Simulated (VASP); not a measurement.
# NaI (Fm-3m) in VASP: further runs

Runs on NaI. Level: PBEsol. Tasks: elastic constants.

Program: VASP 6.6.1. These are calculated values, not measurements. Logs are shortened: lines on timing, memory, paths and dates and some standing lists are left out, and cuts for length are marked.

## 1. The cell of the first run

It takes space group Fm-3m (No. 225, cubic). Conventional cell: a = 6.401 Å, b = 6.401 Å, c = 6.401 Å, α = 90.00°, β = 90.00°, γ = 90.00°. Na (site symmetry m-3m) has 6 I at 3.20 Å within 4.2 Å. Within 4.2 Å of I (site symmetry m-3m) lie 6 Na at 3.20 Å.

## 2. Elastic constants, PBEsol

INCAR reads:

```
ALGO     = Normal         # electronic algorithm
EDIFF    = 1E-8           # SCF threshold, eV
ENCUT    = 600            # plane-wave cutoff, eV
GGA      = PS             # functional
IBRION   = 6              # ionic algorithm
ISIF     = 3              # what is computed and relaxed
ISMEAR   = 0              # smearing method
LASPH    = T              # aspherical terms in the spheres
LCHARG   = F              # write CHGCAR
LREAL    = F              # projectors in reciprocal space
LWAVE    = F              # write WAVECAR
NELM     = 60             # most SCF steps
NFREE    = 2            
NSW      = 1              # ionic steps
POTIM    = 0.015          # step
PREC     = Accurate       # precision mode
SIGMA    = 0.01           # smearing width, eV
```

KPOINTS reads:

```
k-points
0
Gamma
  8 8 8
```

POSCAR reads:

```
NaI
1.0
    0.0000000000      3.2002564326      3.2002564326
    3.2002564326      0.0000000000      3.2002564326
    3.2002564326      3.2002564326      0.0000000000
Na I
1 1
Direct
    0.0000000000      0.0000000000      0.0000000000
    0.5000000000      0.5000000000      0.5000000000
```

Potentials or basis: VASP PAW PBE potentials, release 64 (Na_pv, I).

Run with:

```sh
$ cat potpaw_PBE.64/Na_pv/POTCAR potpaw_PBE.64/I/POTCAR > POTCAR
$ mpirun -np 1 vasp_std > vasp.out
```

OUTCAR:

```text
EDIFF = 1E-8
   ENCUT = 600
   GGA = PS
   IBRION = 6
   ISIF = 3
   ISMEAR = 0
   LASPH = T
   LREAL = F
   NELM = 60
   NFREE = 2
   NSW = 1
   POTIM = 0.015
   PREC = Accurate

 ion  position               nearest neighbor table
   1  0.000  0.000  0.000-
   2  0.500  0.500  0.500-

  LATTYP: Found a face centered cubic cell.
 ALAT       =     6.4005128652

  Lattice vectors:

 A1 = (   0.0000000000,   3.2002564326,   3.2002564326)
 A2 = (   3.2002564326,   0.0000000000,   3.2002564326)
 A3 = (   3.2002564326,   3.2002564326,   0.0000000000)

Analysis of symmetry for initial positions (statically):
=====================================================================
 Subroutine PRICEL returns:
 Original cell was already a primitive cell.

 Routine SETGRP: Setting up the symmetry group for a
 face centered cubic supercell.

 Subroutine GETGRP returns: Found 48 space group operations
 (whereof 48 operations were pure point group operations)
 out of a pool of 48 trial point group operations.

The static configuration has the point symmetry O_h .

Analysis of symmetry for dynamics (positions and initial velocities):
=====================================================================
 Subroutine PRICEL returns:
 Original cell was already a primitive cell.

 Routine SETGRP: Setting up the symmetry group for a
 face centered cubic supercell.

 Subroutine GETGRP returns: Found 48 space group operations
 (whereof 48 operations were pure point group operations)
 out of a pool of 48 trial point group operations.

The dynamic configuration has the point symmetry O_h .

 Subroutine INISYM returns: Found 48 space group operations
 (whereof 48 operations are pure point group operations),
 and found     1 'primitive' translations

----------------------------------------------------------------------------------------

                                     Primitive cell

  volume of cell :      65.5518

  direct lattice vectors                    reciprocal lattice vectors
     0.000000000  3.200256433  3.200256433    -0.156237480  0.156237480  0.156237480
     3.200256433  0.000000000  3.200256433     0.156237480 -0.156237480  0.156237480
     3.200256433  3.200256433  0.000000000     0.156237480  0.156237480 -0.156237480

  length of vectors
     4.525846050  4.525846050  4.525846050     0.270611253  0.270611253  0.270611253

  position of ions in fractional coordinates (direct lattice)
     0.000000000  0.000000000  0.000000000
     0.500000000  0.500000000  0.500000000

  ion indices of the primitive-cell ions
   primitive index   ion index
                 1           1
                 2           2

----------------------------------------------------------------------------------------

 KPOINTS: k-points

Automatic generation of k-mesh.
 Grid dimensions read from file:
 generate k-points for:    8    8    8

 Generating k-lattice:

  Cartesian coordinates                     Fractional coordinates (reciprocal lattice)
    -0.019529685  0.019529685  0.019529685     0.125000000  0.000000000  0.000000000
     0.019529685 -0.019529685  0.019529685     0.000000000  0.125000000  0.000000000
[... 105 lines left out ...]
  free energy    TOTEN  =        -5.66993394 eV

  energy without entropy =       -5.66993394  energy(sigma->0) =       -5.66993394

------------------------ aborting loop because EDIFF is reached ----------------------------------------

  FORCE on cell =-STRESS in cart. coord.  units (eV):
  Direction    XX          YY          ZZ          XY          YZ          ZX
  --------------------------------------------------------------------------------------
  -------------------------------------------------------------------------------------
  Total        0.0214095      0.0214095      0.0214095      0.0000000     -0.0000000      0.0000000
  in kB        0.5232780      0.5232780      0.5232780      0.0000000     -0.0000000      0.0000000
  external PRESSURE =       0.5232780 kB  Pullay stress =       0.0000000 kB
[... 89 lines left out ...]
  FREE ENERGIE OF THE ION-ELECTRON SYSTEM (eV)
  ---------------------------------------------------
  free  energy   TOTEN  =        -5.6678180904 eV

  energy  without entropy=       -5.6678180904  energy(sigma->0) =       -5.66781809

[... ionic steps 4 to 14 ...]

--------------------------------------- Ionic step       15  -------------------------------------------

 number of electron      13.9999999 magnetization

------------------------ aborting loop because EDIFF is reached ----------------------------------------
[... 67 lines left out ...]
--------------------------------------- Ionic step       17  -------------------------------------------

 number of electron      13.9999999 magnetization

 Free energy of the ion-electron system (eV)
  ---------------------------------------------------
  ext. energy  EPLUGINS =         0.00000000
  ---------------------------------------------------
  free energy    TOTEN  =        -5.66981923 eV

  energy without entropy =       -5.66981923  energy(sigma->0) =       -5.66981923

 E-fermi :   0.9998     XC(G=0):  -7.9830

 val. band max:        0.9556035209   @ k =   0.0000   0.0000   0.0000
 cond. band min:       4.5488299941   @ k =   0.0000   0.0000   0.0000
 fundamental gap:      3.5932264733
 Fermi energy:         0.9998401370

 k-point     1 :       0.0000    0.0000    0.0000
  band No.  band energies     occupation
      1     -21.2536      2.00000
      2     -21.2536      2.00000
      3     -21.2536      2.00000
      4     -10.1912      2.00000
      5       0.9555      2.00000
      6       0.9556      2.00000
      7       0.9556      2.00000
      8       4.5488      0.00000
      9       8.7998      0.00000
     10       8.7998      0.00000
     11       8.7999      0.00000
[... 309 lines left out ...]
 k-point    24 :      -0.3750    0.2500    0.1250
  band No.  band energies     occupation
      1     -21.2591      2.00000
      2     -21.2556      2.00000
      3     -21.2546      2.00000
      4      -9.7941      2.00000
      5      -1.0965      2.00000
      6      -0.0375      2.00000
      7       0.4272      2.00000
      8       6.9988      0.00000
      9       7.2511      0.00000
     10       9.2202      0.00000
     11       9.2457      0.00000

 [... further k-points ...]
[... 5 lines left out ...]
  --------------------------------------------------------------------------------------
  -------------------------------------------------------------------------------------
  Total        0.0232674      0.0213151      0.0213151      0.0000000      0.0000000      0.0000000
  in kB        0.5686872      0.5209713      0.5209713      0.0000000      0.0000000      0.0000000
  external PRESSURE =       0.5368766 kB  Pullay stress =       0.0000000 kB
[... 17 lines left out ...]
  FREE ENERGIE OF THE ION-ELECTRON SYSTEM (eV)
  ---------------------------------------------------
  free  energy   TOTEN  =        -5.6698192301 eV

  energy  without entropy=       -5.6698192301  energy(sigma->0) =       -5.66981923

 INTERNAL STRAIN TENSORS FROM STRAINED CELLS
 ============================================

 INTERNAL STRAIN TENSOR FOR ION    1 for displacements in x,y,z  (eV/Angst):
          X           Y           Z          XY          YZ          ZX
  --------------------------------------------------------------------------------
  x    -0.00000     0.00000    -0.00000     0.00000    -0.00000     0.00000
  y    -0.00000     0.00000    -0.00000    -0.00000    -0.00000     0.00000
  z     0.00000    -0.00000     0.00000    -0.00000     0.00000     0.00000

 INTERNAL STRAIN TENSORS FROM DISPLACED ATOMS
 ============================================

 INTERNAL STRAIN TENSOR FOR ION    1 for displacements in x,y,z  (eV/Angst):
          X           Y           Z          XY          YZ          ZX
  --------------------------------------------------------------------------------
  x     0.00000     0.00000     0.00000     0.00000     0.00000     0.00000
  y     0.00000     0.00000     0.00000     0.00000     0.00000     0.00000
  z     0.00000     0.00000     0.00000     0.00000     0.00000     0.00000

 INTERNAL STRAIN TENSOR FOR ION    2 for displacements in x,y,z  (eV/Angst):
          X           Y           Z          XY          YZ          ZX
  --------------------------------------------------------------------------------
  x     0.00000     0.00000     0.00000     0.00000     0.00000     0.00000
  y     0.00000     0.00000     0.00000     0.00000     0.00000     0.00000
  z     0.00000     0.00000     0.00000     0.00000     0.00000     0.00000

 Eigenvectors and eigenvalues of the dynamical matrix
 ----------------------------------------------------

   1 f  =    3.582482 THz    22.509401 2PiTHz  119.498752 cm-1    14.815950 meV
             X         Y         Z           dx          dy          dz
      0.000000  0.000000  0.000000     0.000000    0.920190    0.000000
      3.200256  3.200256  3.200256     0.000000   -0.391472    0.000000
[... 21 lines left out ...]
   6 f/i=    0.000621 THz     0.003903 2PiTHz    0.020718 cm-1     0.002569 meV
             X         Y         Z           dx          dy          dz
      0.000000  0.000000  0.000000     0.000000   -0.391472    0.000000
      3.200256  3.200256  3.200256     0.000000   -0.920190    0.000000

--------------------------------------------------------------------------------------------------------

 ELASTIC MODULI CONTR FROM IONIC RELAXATION (kBar)
 Direction    XX          YY          ZZ          XY          YZ          ZX
 --------------------------------------------------------------------------------
 XX           0.0000      0.0000      0.0000      0.0000      0.0000      0.0000
 YY           0.0000      0.0000      0.0000      0.0000      0.0000      0.0000
 ZZ           0.0000      0.0000      0.0000      0.0000      0.0000      0.0000
 XY           0.0000      0.0000      0.0000      0.0000      0.0000      0.0000
 YZ           0.0000      0.0000      0.0000      0.0000      0.0000      0.0000
 ZX           0.0000      0.0000      0.0000      0.0000      0.0000      0.0000
 --------------------------------------------------------------------------------

 TOTAL ELASTIC MODULI (kBar)
 Direction    XX          YY          ZZ          XY          YZ          ZX
 --------------------------------------------------------------------------------
 XX         365.3976     75.8161     75.8161      0.0000      0.0000     -0.0000
 YY          75.8161    365.3976     75.8161     -0.0000     -0.0000      0.0000
 ZZ          75.8161     75.8161    365.3976      0.0000      0.0000      0.0000
 XY           0.0000     -0.0000      0.0000     67.3608     -0.0000      0.0000
 YZ           0.0000     -0.0000      0.0000     -0.0000     67.3608      0.0000
 ZX          -0.0000      0.0000      0.0000      0.0000      0.0000     67.3608
 --------------------------------------------------------------------------------
```

Wall time 12 min (1 thread of Intel Xeon Platinum 8259CL at 2.50GHz (Skylake/Cascade Lake), shared host); peak memory 0.38 GiB.

What came out:

```
Elastic constants C11, C12, C44                         : 37, 8, 7 GPa
Voigt bulk modulus                                      : 17 GPa
Highest phonon frequency at Γ, LO-TO splitting left out : 119 cm⁻¹
```

Phonon frequencies in cm⁻¹ (negative: imaginary):
```
              q point        frequencies
(0.000, 0.000, 0.000)  0 0 0 119 119 119
```

Elastic tensor in Voigt notation (GPa, in the Cartesian axes of the cell as first typed):
```
37  8  8  0  0  0
 8 37  8  0  0  0
 8  8 37  0  0  0
 0  0  0  7  0  0
 0  0  0  0  7  0
 0  0  0  0  0  7
```

Clamped-ion elastic tensor (GPa):
```
37  8  8  0  0  0
 8 37  8  0  0  0
 8  8 37  0  0  0
 0  0  0  7  0  0
 0  0  0  0  7  0
 0  0  0  0  0  7
```

Caveat: the PAW data sets were made with another functional, which shifts forces and pressure a little; spin-orbit coupling is left out, which moves the levels of the heavy elements.

## 3. Elastic constants, PBEsol

This run uses another cell than the first one, of 27.97 Å³/atom.

INCAR reads:

```
SYSTEM = NaI
  PREC = Accurate
  ENCUT = 600
  EDIFF = 1E-8
  ISMEAR = 0
  SIGMA = 0.01
  LREAL = .FALSE.
  LASPH = .TRUE.
  NELM = 100
  ALGO = Normal
  ISIF = 3
  LWAVE = .FALSE.
  LCHARG = .FALSE.
  GGA = PS
  NBANDS = 14
  IBRION = 6
  NFREE = 2
  POTIM = 0.015
  NSW = 1
```

KPOINTS reads:

```
regular mesh
0
G
  8 8 8
  0 0 0
```

POSCAR reads:

```
NaI
1.0
    0.0000000000      3.0354300329      3.0354300329
    3.0354300329      0.0000000000      3.0354300329
    3.0354300329      3.0354300329      0.0000000000
Na I
1 1
Direct
    0.0000000000      0.0000000000      0.0000000000
    0.5000000000      0.5000000000      0.5000000000
```

Potentials or basis: VASP PAW PBE potentials, release 64 (Na_pv, I).

Run with:

```sh
$ cat potpaw_PBE.64/Na_pv/POTCAR potpaw_PBE.64/I/POTCAR > POTCAR
$ mpirun -np 1 vasp_std > vasp.out
```

Wall time 8.2 min (1 thread of Intel Xeon 6975P-C (Granite Rapids), shared host); peak memory 0.37 GiB.

The run converged. Its results:

* Elastic constants C11, C12, C44: 73, 10, 8 GPa
* Voigt bulk modulus: 31 GPa
* Highest phonon frequency at Γ, LO-TO splitting left out: 172 cm⁻¹

Phonon frequencies in cm⁻¹ (negative: imaginary):
```csv
q point,frequencies
"(0.000, 0.000, 0.000)",0 0 0 172 172 172
```

Elastic tensor in Voigt notation (GPa, in the Cartesian axes of the cell as first typed):
```
73 10 10  0  0  0
10 73 10  0  0  0
10 10 73  0  0  0
 0  0  0  8  0  0
 0  0  0  0  8  0
 0  0  0  0  0  8
```

Clamped-ion elastic tensor (GPa):
```
73 10 10  0  0  0
10 73 10  0  0  0
10 10 73  0  0  0
 0  0  0  8  0  0
 0  0  0  0  8  0
 0  0  0  0  0  8
```

Caveat: the cell is under stress, which shifts elastic constants; the PAW data sets were made with another functional, which shifts forces and pressure a little; spin-orbit coupling is left out, which moves the levels of the heavy elements.
